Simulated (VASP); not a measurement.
# BN (F-43m) in VASP: further runs

Runs on BN. Level: LDA. Tasks: single point.

Everything below comes from runs of VASP 6.6.1. Logs are shortened: lines on timing, memory, paths and dates and some standing lists are left out, and cuts for length are marked.

## (1) The cell of the first run

The structure is cubic, space group F-43m (No. 216). Conventional cell: a = 3.579 Å, b = 3.579 Å, c = 3.579 Å, α = 90.00°, β = 90.00°, γ = 90.00°. B (site symmetry -43m) has 4 N at 1.55 Å within 2.1 Å. N (site symmetry -43m) has 4 B at 1.55 Å within 2.1 Å.

## (2) Single point, LDA

INCAR reads:

```
  ALGO = Normal
  EDIFF = 1E-6
  ENCUT = 1330
  GGA_COMPAT = False
  ISIF = 2
  ISMEAR = 0
  LASPH = True
  LCHARG = False
  LREAL = False
  LWAVE = False
  NBANDS = 11
  NELM = 120
  PREC = Accurate
  SIGMA = 0.1
```

KPOINTS reads:

```
k-points
0
Gamma
  10 10 10
```

POSCAR reads:

```
BN
1.0
    0.0000000000      1.7894738744      1.7894738744
    1.7894738744      0.0000000000      1.7894738744
    1.7894738744      1.7894738744      0.0000000000
B N
1 1
Direct
    0.0000000000      0.0000000000      0.0000000000
    0.2500000000      0.2500000000      0.2500000000
```

Potentials or basis: VASP PAW LDA potentials, release 64 (B_h, N_h).

Launch:

```bash
cat potpaw_LDA.64/B_h/POTCAR potpaw_LDA.64/N_h/POTCAR > POTCAR
mpirun -np 1 vasp_std > vasp.out
```

OUTCAR:

```text
EDIFF = 1E-6
   ENCUT = 1330
   ISIF = 2
   ISMEAR = 0
   LASPH = True
   LREAL = False
   NELM = 120
   PREC = Accurate

 ion  position               nearest neighbor table
   1  0.000  0.000  0.000-
   2  0.250  0.250  0.250-

  LATTYP: Found a face centered cubic cell.
 ALAT       =     3.5789477488

  Lattice vectors:

 A1 = (   0.0000000000,   1.7894738744,   1.7894738744)
 A2 = (   1.7894738744,   0.0000000000,   1.7894738744)
 A3 = (   1.7894738744,   1.7894738744,   0.0000000000)

Analysis of symmetry for initial positions (statically):
=====================================================================
 Subroutine PRICEL returns:
 Original cell was already a primitive cell.

 Routine SETGRP: Setting up the symmetry group for a
 face centered cubic supercell.

 Subroutine GETGRP returns: Found 24 space group operations
 (whereof 24 operations were pure point group operations)
 out of a pool of 48 trial point group operations.

The static configuration has the point symmetry T_d .

Analysis of symmetry for dynamics (positions and initial velocities):
=====================================================================
 Subroutine PRICEL returns:
 Original cell was already a primitive cell.

 Routine SETGRP: Setting up the symmetry group for a
 face centered cubic supercell.

 Subroutine GETGRP returns: Found 24 space group operations
 (whereof 24 operations were pure point group operations)
 out of a pool of 48 trial point group operations.

The dynamic configuration has the point symmetry T_d .

 Subroutine INISYM returns: Found 24 space group operations
 (whereof 24 operations are pure point group operations),
 and found     1 'primitive' translations

----------------------------------------------------------------------------------------

                                     Primitive cell

  volume of cell :      11.4606

  direct lattice vectors                    reciprocal lattice vectors
     0.000000000  1.789473874  1.789473874    -0.279411735  0.279411735  0.279411735
     1.789473874  0.000000000  1.789473874     0.279411735 -0.279411735  0.279411735
     1.789473874  1.789473874  0.000000000     0.279411735  0.279411735 -0.279411735

  length of vectors
     2.530698223  2.530698223  2.530698223     0.483955321  0.483955321  0.483955321

  position of ions in fractional coordinates (direct lattice)
     0.000000000  0.000000000  0.000000000
     0.250000000  0.250000000  0.250000000

  ion indices of the primitive-cell ions
   primitive index   ion index
[... 76 lines left out ...]
   EDIFFG = 0.1E-04   stopping-criterion for IOM
   NSW    =      0    number of steps for IOM
   IBRION =     -1    ionic relax: 0-MD 1-quasi-New 2-CG
   NFREE  =      0    steps in history (QN), initial steepest desc. (CG)
   ISIF   =      2    stress and relaxation
   ISYM   =      2    0-nonsym 1-usesym 2-fastsym
   POTIM  = 0.5000    time-step for ionic-motion
   TEBEG  =    0.0;   TEEND  =   0.0 temperature during run
   PSTRESS=    0.0 pullay stress
   NELECT =       8.0000    total number of electrons
   NUPDOWN=      -1.0000    fix difference up-down
   EMIN   =  10.00;   EMAX   =-10.00  energy-range for DOS
   EFERMI =   0.00;   METHOD = LEGACY
   ISMEAR =     0;   SIGMA  =   0.10  broadening in eV -4-tet -1-fermi 0-gaus
   EFERMI_NEDOS =   21; number of points for ismear=-14 and -15
   IALGO  =     38    algorithm
   IMIX   =      4    mixing-type and parameters
     AMIX     =   0.40;   BMIX     =  1.00
     AMIX_MAG =   1.60;   BMIX_MAG =  1.00
  volume/ion in A,a.u.               =       5.73        38.67
  Fermi-wavevector in a.u.,A,eV,Ry     =   1.452232  2.744321 28.694402  2.108979
  Thomas-Fermi vector in A             =   2.569638
   LORBIT       =      0    0 simple, 1 ext, 2 COOP (PROOUT), +10 PAW based schemes
   GGA     = CA    functional components
   LHFCALC =     F    Hartree Fock is set to
   AEXX    =    0.0000 exact exchange contribution
   IVDW    =     0    specifies the selected vdW correction
   LEPSILON=     F    determine dielectric tensor
   LRPA    =     F    only Hartree local field effects (RPA)
 non-spin polarized calculation
 Gauss-broadening in eV      SIGMA  =   0.10
  energy-cutoff  :     1330.00
  volume of cell :       11.46
 maximum number of plane-waves:      1295
   NGX = 15   NGY = 15   NGZ = 15

 number of electron       8.0000000 magnetization

 Free energy of the ion-electron system (eV)
  ---------------------------------------------------
  ext. energy  EPLUGINS =         0.00000000
  ---------------------------------------------------
  free energy    TOTEN  =       -19.42103782 eV

  energy without entropy =      -19.42103782  energy(sigma->0) =      -19.42103782

 E-fermi :   9.6717     XC(G=0): -13.4149

 val. band max:        9.2745464177   @ k =   0.0000   0.0000   0.0000
 cond. band min:      13.6577854414   @ k =   0.5000   0.5000   0.0000
 fundamental gap:      4.3832390237
 Fermi energy:         9.6716790987

 k-point     1 :       0.0000    0.0000    0.0000
  band No.  band energies     occupation
      1     -11.1401      2.00000
      2       9.2745      2.00000
      3       9.2745      2.00000
      4       9.2745      2.00000
      5      18.1037      0.00000
      6      18.1037      0.00000
      7      18.1037      0.00000
      8      20.2055      0.00000
      9      34.3405      0.00000
     10      37.4206      0.00000
     11      37.4206      0.00000
[... 309 lines left out ...]
 k-point    24 :       0.4000    0.3000    0.0000
  band No.  band energies     occupation
      1      -7.2296      2.00000
      2       2.4419      2.00000
      3       4.6156      2.00000
      4       5.0541      2.00000
      5      15.3548      0.00000
      6      20.0099      0.00000
      7      24.9926      0.00000
      8      25.0343      0.00000
      9      29.2000      0.00000
     10      36.7037      0.00000
     11      41.4257      0.00000

 [... further k-points ...]
[... 5 lines left out ...]
  --------------------------------------------------------------------------------------
  -------------------------------------------------------------------------------------
  Total        0.0891091      0.0891091      0.0891091      0.0000000      0.0000000     -0.0000000
  in kB       12.4573813     12.4573813     12.4573813      0.0000000      0.0000000     -0.0000000
  external PRESSURE =      12.4573813 kB  Pullay stress =       0.0000000 kB

 VOLUME and BASIS-vectors are now :
 -----------------------------------------------------------------------------
  energy-cutoff  :     1330.00
  volume of cell :       11.46
      direct lattice vectors                 reciprocal lattice vectors
     0.000000000  1.789473874  1.789473874    -0.279411735  0.279411735  0.279411735
     1.789473874  0.000000000  1.789473874     0.279411735 -0.279411735  0.279411735
     1.789473874  1.789473874  0.000000000     0.279411735  0.279411735 -0.279411735

 POSITION                                       TOTAL-FORCE (eV/Angst)
 -----------------------------------------------------------------------------------
      0.00000      0.00000      0.00000         0.000000      0.000000      0.000000
      0.89474      0.89474      0.89474        -0.000000     -0.000000     -0.000000
 -----------------------------------------------------------------------------------
    total drift:                                0.000000      0.000000     -0.000000

  FREE ENERGIE OF THE ION-ELECTRON SYSTEM (eV)
  ---------------------------------------------------
  free  energy   TOTEN  =       -19.4210378168 eV

  energy  without entropy=      -19.4210378168  energy(sigma->0) =      -19.42103782
```

stdout:

```text
POSCAR found type information on POSCAR B N
 POSCAR found :  2 types and       2 ions
 scaLAPACK will be used
 LDA part: xc-table for (Slater(with rela. corr.)+CA(PZ))
 , standard interpolation
 POSCAR, INCAR and KPOINTS ok, starting setup
 FFT: planning ... GRIDC
 FFT: planning ... GRID_SOFT
 FFT: planning ... GRID
 WAVECAR not read
 entering main loop
```

Wall time 9.8 s (1 thread of AMD EPYC 9R45 (Zen 5), shared host); peak memory 0.12 GiB.

What came out:

```
Free energy            : -19.4210 eV
Pressure               : 1.2 GPa
Band gap on the k mesh : 4.38 eV (least direct gap 8.83 eV)
```

## (3) Single point, LDA

INCAR reads:

```
PREC = Accurate ; ENCUT = 1330
EDIFF = 1E-6 ; ISMEAR = 0
SIGMA = 0.02 ; LREAL = False
LASPH = True ; NELM = 120
ALGO = Normal ; ISIF = 2
LWAVE = False ; LCHARG = True
GGA = CA ; LELF = True
LVHAR = True ; NBANDS = 11
GGA_COMPAT = False
```

KPOINTS reads:

```
regular mesh
0
Gamma
  12 12 12
```

POSCAR reads:

```
BN
1.0
    0.0000000000      1.7899933365      1.7899933365
    1.7899933365      0.0000000000      1.7899933365
    1.7899933365      1.7899933365      0.0000000000
B N
1 1
Direct
    0.0000000000      0.0000000000      0.0000000000
    0.2500000000      0.2500000000      0.2500000000
```

Potentials or basis: VASP PAW LDA potentials, release 64 (B_h, N_h).

Launch:

```bash
cat potpaw_LDA.64/B_h/POTCAR potpaw_LDA.64/N_h/POTCAR > POTCAR
mpirun -np 1 vasp_std > vasp.out
```

Run time: 28 s. Hardware: 1 thread of Intel Xeon 6975P-C (Granite Rapids), shared host; peak memory 0.16 GiB.

Results (log left out):

| Quantity | Value |
| --- | --- |
| Free energy | -19.4211 eV |
| Pressure | 0.9 GPa |
| Band gap on the k mesh | 4.38 eV (least direct gap 8.83 eV) |

Levels at points of the mesh, in eV from the valence-band top:
| k point | band 2 | band 3 | band 4 | band 5 | band 6 | band 7 |
| --- | --- | --- | --- | --- | --- | --- |
| (0.00, 0.00, 0.00) | 0.00 | 0.00 | 0.00 | 8.83 | 8.83 | 8.83 |
| (0.50, 0.00, 0.00) | -10.98 | -2.00 | -2.00 | 10.60 | 10.73 | 10.73 |
| (0.50, 0.50, 0.00) | -9.08 | -5.07 | -5.07 | 4.38 | 9.32 | 18.15 |

A k mesh can miss the band edges.
